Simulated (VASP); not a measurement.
# Fe2O3 (R-3c) in VASP: single point with PBE

Aim: the single point of Fe2O3 with PBE.

Everything below comes from runs of VASP 6.6.1. Logs are shortened: lines on timing, memory, paths and dates and some standing lists are left out, and cuts for length are marked.

### 1 The cell of the first run

The structure is trigonal, space group R-3c (No. 167). The conventional cell has a = 4.773 Å, b = 4.773 Å, c = 13.304 Å, α = 90.00°, β = 90.00°, γ = 120.00°. Within 2.6 Å of Fe (site symmetry 3) lie 6 O at 1.89 to 1.96 Å and 1 Fe at 2.54 Å. O (site symmetry 2) has 4 Fe at 1.89 to 1.96 Å and 12 O at 2.59 to 2.84 Å within 2.9 Å.

### 2 Single point, PBE, collinear spin, ferromagnetic start

Input file INCAR:

```
PREC     = Accurate       # precision mode
ENCUT    = 520            # plane-wave cutoff, eV
EDIFF    = 1E-7           # SCF threshold, eV
ISMEAR   = 0              # smearing method
SIGMA    = 0.05           # smearing width, eV
LREAL    = F              # projectors in reciprocal space
LASPH    = T              # aspherical terms in the spheres
NELM     = 150            # most SCF steps
ALGO     = Normal         # electronic algorithm
ISIF     = 2              # what is computed and relaxed
LWAVE    = F              # write WAVECAR
LCHARG   = F              # write CHGCAR
ISPIN    = 2              # spin polarisation
MAGMOM   = 5 5 5 5 0 0 0 0 0 0 # initial moments
LORBIT   = 11             # projections on sites
LMAXMIX  = 4              # l up to which the mixer works
GGA      = PE             # functional
NBANDS   = 49             # bands
```

Input file KPOINTS:

```
regular mesh
0
Gamma
  6 6 6
```

Input file POSCAR:

```
Fe2O3
1.0
    2.3865028478      1.3778480616      4.4345385428
   -2.3865028478      1.3778480616      4.4345385428
    0.0000000000     -2.7556961232      4.4345385428
Fe O
4 6
Direct
    0.3454541925      0.3454541925      0.3454541925
    0.1545458075      0.1545458075      0.1545458075
    0.6545458075      0.6545458075      0.6545458075
    0.8454541925      0.8454541925      0.8454541925
    0.5632180986      0.9367819014      0.2500000000
    0.2500000000      0.5632180986      0.9367819014
    0.9367819014      0.2500000000      0.5632180986
    0.4367819014      0.0632180986      0.7500000000
    0.7500000000      0.4367819014      0.0632180986
    0.0632180986      0.7500000000      0.4367819014
```

Potentials or basis: VASP PAW PBE potentials, release 64 (Fe, O).

Launch:

```console
> cat potpaw_PBE.64/Fe/POTCAR potpaw_PBE.64/O/POTCAR > POTCAR
> mpirun -np 1 vasp_std > vasp.out
```

OUTCAR:

```text
PREC = Accurate
   ENCUT = 520
   EDIFF = 1E-7
   ISMEAR = 0
   LREAL = F
   LASPH = T
   NELM = 150
   ISIF = 2
   ISPIN = 2
   LORBIT = 11
   GGA = PE

 ion  position               nearest neighbor table
   1  0.345  0.345  0.345-  10 1.89   8 1.89   9 1.89   5 1.96   7 1.96   6 1.96   2 2.54   3 2.77
                             3 2.77   3 2.77
   2  0.155  0.155  0.155-   9 1.89   8 1.89  10 1.89   5 1.96   6 1.96   7 1.96   1 2.54   4 2.77
                             4 2.77   4 2.77
   3  0.655  0.655  0.655-   7 1.89   5 1.89   6 1.89   8 1.96  10 1.96   9 1.96   4 2.54   1 2.77
                             1 2.77   1 2.77
   4  0.845  0.845  0.845-   6 1.89   5 1.89   7 1.89   8 1.96   9 1.96  10 1.96   3 2.54   2 2.77
                             2 2.77   2 2.77
   5  0.563  0.937  0.250-   3 1.89   4 1.89   1 1.96   2 1.96
   6  0.250  0.563  0.937-   4 1.89   3 1.89   2 1.96   1 1.96
   7  0.937  0.250  0.563-   3 1.89   4 1.89   1 1.96   2 1.96
   8  0.437  0.063  0.750-   1 1.89   2 1.89   3 1.96   4 1.96
   9  0.750  0.437  0.063-   2 1.89   1 1.89   4 1.96   3 1.96
  10  0.063  0.750  0.437-   1 1.89   2 1.89   3 1.96   4 1.96

  LATTYP: Found a trigonal (rhomboedric) cell.
 ALAT       =     5.2210145768
 COS(alpha) =     0.5821272049

  Lattice vectors:

 A1 = (   2.3865028478,   1.3778480616,   4.4345385428)
 A2 = (  -2.3865028478,   1.3778480616,   4.4345385428)
 A3 = (   0.0000000000,  -2.7556961232,   4.4345385428)

Analysis of symmetry for initial positions (statically):
=====================================================================
 Subroutine PRICEL returns:
 Original cell was already a primitive cell.

 Routine SETGRP: Setting up the symmetry group for a
 trigonal (rhombohedral) supercell.

 Subroutine GETGRP returns: Found 12 space group operations
 (whereof  6 operations were pure point group operations)
 out of a pool of 12 trial point group operations.

The static configuration has the point symmetry S_6 .
 The point group associated with its full space group is D_3d.

Analysis of symmetry for dynamics (positions and initial velocities):
=====================================================================
 Subroutine PRICEL returns:
 Original cell was already a primitive cell.

 Routine SETGRP: Setting up the symmetry group for a
 trigonal (rhombohedral) supercell.

 Subroutine GETGRP returns: Found 12 space group operations
 (whereof  6 operations were pure point group operations)
 out of a pool of 12 trial point group operations.

The dynamic configuration has the point symmetry S_6 .
 The point group associated with its full space group is D_3d.

Analysis of structural, dynamic, and magnetic symmetry:
=====================================================================
 Subroutine PRICEL returns:
 Original cell was already a primitive cell.

 Routine SETGRP: Setting up the symmetry group for a
 trigonal (rhombohedral) supercell.

 Subroutine GETGRP returns: Found 12 space group operations
 (whereof  6 operations were pure point group operations)
 out of a pool of 12 trial point group operations.

The overall configuration has the point symmetry S_6 .
 The point group associated with its full space group is D_3d.

 Subroutine INISYM returns: Found 12 space group operations
 (whereof  6 operations are pure point group operations),
 and found     1 'primitive' translations

----------------------------------------------------------------------------------------

                                     Primitive cell

  volume of cell :      87.4909

  direct lattice vectors                    reciprocal lattice vectors
     2.386502848  1.377848062  4.434538543     0.209511587  0.120961571  0.075167535
    -2.386502848  1.377848062  4.434538543    -0.209511587  0.120961571  0.075167535
     0.000000000 -2.755696123  4.434538543     0.000000000 -0.241923143  0.075167535

  length of vectors
     5.221014577  5.221014577  5.221014577     0.253331730  0.253331730  0.253331730

  position of ions in fractional coordinates (direct lattice)
     0.345454193  0.345454193  0.345454193
     0.154545807  0.154545807  0.154545807
     0.654545807  0.654545807  0.654545807
     0.845454193  0.845454193  0.845454193
[... 84 lines left out ...]
   ICHARG =      2    charge: 1-file 2-atom 10-const
   ISPIN  =      2    spin polarized calculation?
   LNONCOLLINEAR =      F non collinear calculations
   LSORBIT =      F    spin-orbit coupling
   LASPH  =      T    aspherical Exc in radial PAW
   ENCUT  =  520.0 eV  38.22 Ry    6.18 a.u.   9.71  9.71  9.71*2*pi/ulx,y,z
   NELM   =    150;   NELMIN=  2; NELMDL= -5     # of ELM steps
   EDIFF  = 0.1E-06   stopping-criterion for ELM
   LREAL  =      F    real-space projection
   EDIFFG = 0.1E-05   stopping-criterion for IOM
   NSW    =      0    number of steps for IOM
   IBRION =     -1    ionic relax: 0-MD 1-quasi-New 2-CG
   NFREE  =      0    steps in history (QN), initial steepest desc. (CG)
   ISIF   =      2    stress and relaxation
   ISYM   =      2    0-nonsym 1-usesym 2-fastsym
   POTIM  = 0.5000    time-step for ionic-motion
   TEBEG  =    0.0;   TEEND  =   0.0 temperature during run
   PSTRESS=    0.0 pullay stress
   NELECT =      68.0000    total number of electrons
   NUPDOWN=      -1.0000    fix difference up-down
   EMIN   =  10.00;   EMAX   =-10.00  energy-range for DOS
   EFERMI =   0.00;   METHOD = LEGACY
   ISMEAR =     0;   SIGMA  =   0.05  broadening in eV -4-tet -1-fermi 0-gaus
   EFERMI_NEDOS =   21; number of points for ismear=-14 and -15
   IALGO  =     38    algorithm
   IMIX   =      4    mixing-type and parameters
     AMIX     =   0.40;   BMIX     =  1.00
     AMIX_MAG =   1.60;   BMIX_MAG =  1.00
  volume/ion in A,a.u.               =       8.75        59.04
  Fermi-wavevector in a.u.,A,eV,Ry     =   1.505186  2.844389 30.825150  2.265585
  Thomas-Fermi vector in A             =   2.616068
   LORBIT       =     11    0 simple, 1 ext, 2 COOP (PROOUT), +10 PAW based schemes
   GGA     = PE    functional components
   LHFCALC =     F    Hartree Fock is set to
   AEXX    =    0.0000 exact exchange contribution
   IVDW    =     0    specifies the selected vdW correction
   LEPSILON=     F    determine dielectric tensor
   LRPA    =     F    only Hartree local field effects (RPA)
 spin polarized calculation
 Gauss-broadening in eV      SIGMA  =   0.05
  energy-cutoff  :      520.00
  volume of cell :       87.49
 maximum number of plane-waves:      2386
   NGX = 19   NGY = 19   NGZ = 19

 number of electron      68.0000003 magnetization      11.8242402

 number of electron      68.0000002 magnetization       3.9995660

 Free energy of the ion-electron system (eV)
  ---------------------------------------------------
  ext. energy  EPLUGINS =         0.00000000
  ---------------------------------------------------
  free energy    TOTEN  =       -74.62096312 eV

  energy without entropy =      -74.60654201  energy(sigma->0) =      -74.61375257

 E-fermi :   5.5888     XC(G=0): -12.4326

 val. band max:        5.5852384230   @ k =  -0.3333   0.3333   0.3333
 cond. band min:       5.5893075624   @ k =   0.5000   0.5000   0.1667
 fundamental gap:      0.0040691394
 Fermi energy:         5.5888195936

 spin component 1

 k-point     1 :       0.0000    0.0000    0.0000
  band No.  band energies     occupation
      1     -15.5684      1.00000
      2     -13.6825      1.00000
      3     -13.6550      1.00000
      4     -13.6550      1.00000
      5     -13.5084      1.00000
      6     -13.5084      1.00000
[... 1165 lines left out ...]
     45      14.9305      0.00000
     46      15.2405      0.00000

 [... further k-points ...]

 spin component 2

 k-point     1 :       0.0000    0.0000    0.0000
  band No.  band energies     occupation
      1     -15.5050      1.00000
      2     -13.6230      1.00000
      3     -13.5908      1.00000
      4     -13.5908      1.00000
      5     -13.4469      1.00000
      6     -13.4469      1.00000
[... 1165 lines left out ...]
     45      15.0600      0.00000
     46      15.3706      0.00000

 [... further k-points ...]

 [bands above 46 left out]

------------------------ aborting loop because EDIFF is reached ----------------------------------------

  FORCE on cell =-STRESS in cart. coord.  units (eV):
  Direction    XX          YY          ZZ          XY          YZ          ZX
  --------------------------------------------------------------------------------------
  -------------------------------------------------------------------------------------
  Total        0.8914714      0.8914714      0.8672442     -0.0000000      0.0000000     -0.0000000
  in kB       16.3250696     16.3250696     15.8814085     -0.0000000      0.0000000     -0.0000000
  external PRESSURE =      16.1771826 kB  Pullay stress =       0.0000000 kB

 VOLUME and BASIS-vectors are now :
 -----------------------------------------------------------------------------
  energy-cutoff  :      520.00
  volume of cell :       87.49
      direct lattice vectors                 reciprocal lattice vectors
     2.386502848  1.377848062  4.434538543     0.209511587  0.120961571  0.075167535
    -2.386502848  1.377848062  4.434538543    -0.209511587  0.120961571  0.075167535
     0.000000000 -2.755696123  4.434538543     0.000000000 -0.241923143  0.075167535

 POSITION                                       TOTAL-FORCE (eV/Angst)
 -----------------------------------------------------------------------------------
      0.00000      0.00000      4.59579         0.000000      0.000000      0.042332
      0.00000      0.00000      2.05602         0.000000      0.000000     -0.042332
      0.00000      0.00000      8.70783         0.000000      0.000000     -0.042332
      0.00000      0.00000     11.24760         0.000000      0.000000      0.042332
     -0.89151      1.37785      7.76044         0.022422     -0.000000      0.000000
     -0.74750     -1.46100      7.76044        -0.011211      0.019418     -0.000000
      1.63901      0.08315      7.76044        -0.011211     -0.019418     -0.000000
      0.89151     -1.37785      5.54317        -0.022422     -0.000000     -0.000000
      0.74750      1.46100      5.54317         0.011211     -0.019418     -0.000000
     -1.63901     -0.08315      5.54317         0.011211      0.019418     -0.000000
 -----------------------------------------------------------------------------------
    total drift:                               -0.000000      0.000000     -0.000000

  FREE ENERGIE OF THE ION-ELECTRON SYSTEM (eV)
  ---------------------------------------------------
  free  energy   TOTEN  =       -74.6209631201 eV

  energy  without entropy=      -74.6065420142  energy(sigma->0) =      -74.61375257

 total charge

# of ion       s       p       d       tot
------------------------------------------
    1        0.409   0.654   6.305   7.369
    2        0.409   0.654   6.305   7.369
    3        0.409   0.654   6.305   7.369
    4        0.409   0.654   6.305   7.369
    5        1.561   3.452   0.000   5.014
    6        1.561   3.452   0.000   5.014
    7        1.561   3.452   0.000   5.014
    8        1.561   3.452   0.000   5.014
    9        1.561   3.452   0.000   5.014
   10        1.561   3.452   0.000   5.014
--------------------------------------------------
tot         11.007  23.329  25.222  59.557

 magnetization (x)

# of ion       s       p       d       tot
------------------------------------------
    1        0.007   0.010   0.927   0.943
    2        0.007   0.010   0.927   0.943
    3        0.007   0.010   0.927   0.943
    4        0.007   0.010   0.927   0.943
    5        0.000   0.028   0.000   0.028
    6        0.000   0.028   0.000   0.028
    7        0.000   0.028   0.000   0.028
    8        0.000   0.028   0.000   0.028
    9        0.000   0.028   0.000   0.028
   10        0.000   0.028   0.000   0.028
--------------------------------------------------
tot          0.028   0.207   3.707   3.941
```

It took 16 min on 1 thread of Intel Xeon 8259CL, shared host; peak memory 0.41 GiB.

What came out:

* Free energy: -74.6210 eV
* Pressure: 1.6 GPa
* Largest force: 0.042 eV/Å
* Band gap on the k mesh: zero (filled and empty bands overlap)
* Net moment: 4.00 μB per cell
* Site moments: Fe +0.94; O +0.03 μB
* Valence electrons inside the program's atomic spheres: Fe 7.37; O 5.01

Forces in eV/Å, atoms in the order of the input:
```
Fe   0.000  0.000  0.042
Fe   0.000  0.000 -0.042
Fe   0.000  0.000 -0.042
Fe   0.000  0.000  0.042
O    0.022  0.000  0.000
O   -0.011  0.019  0.000
O   -0.011 -0.019  0.000
O   -0.022  0.000  0.000
O    0.011 -0.019  0.000
O    0.011  0.019  0.000
```

Caveat: semilocal functionals often make such compounds metallic where correlation or magnetic order opens a gap, which also shifts bond lengths; the run started ferromagnetic, and an antiferromagnetic order may lie lower in energy. With open d or f shells a metallic result of PBE can be an artefact of self-interaction; +U or a hybrid may open a gap.
